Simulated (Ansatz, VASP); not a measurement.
**Two plane-wave programs on LiCl**

```
CELL_PARAMETERS angstrom
0.00000 2.62299 2.51109
2.62299 0.00000 2.51109
2.62299 2.62299 0.00000
ATOMIC_POSITIONS crystal
Li 0.00000 0.00000 0.00000
Cl 0.50000 0.50000 0.50000
```

Change from the starting cell: epitaxial_xy strain +2.6%.

Alike in both runs: task single point; functional PBE; k mesh 8 × 8 × 8; occupations fermi-dirac, width 0.02 eV; no spin polarisation.

|  | VASP | Ansatz |
| --- | --- | --- |
| version | VASP 6.6.1 | Ansatz 0.2.0 |
| potentials or method | VASP PAW PBE potentials, release 64 (Li_sv, Cl) | plane waves, PAW |
| plane-wave cutoff (eV) | 520 | 420 |
| valence electrons in the cell | 10 | 10 |

VASP gave:

- gap on the k mesh at the Fermi level (eV): 6.17

What did Ansatz give for the same quantities?

gap on the k mesh at the Fermi level (eV): 6.15.

The functional is the same, so the differences come from potentials, cutoffs and numerics.

Noted on VASP's run: the cutoff is short for stress, so the pressure is rough.
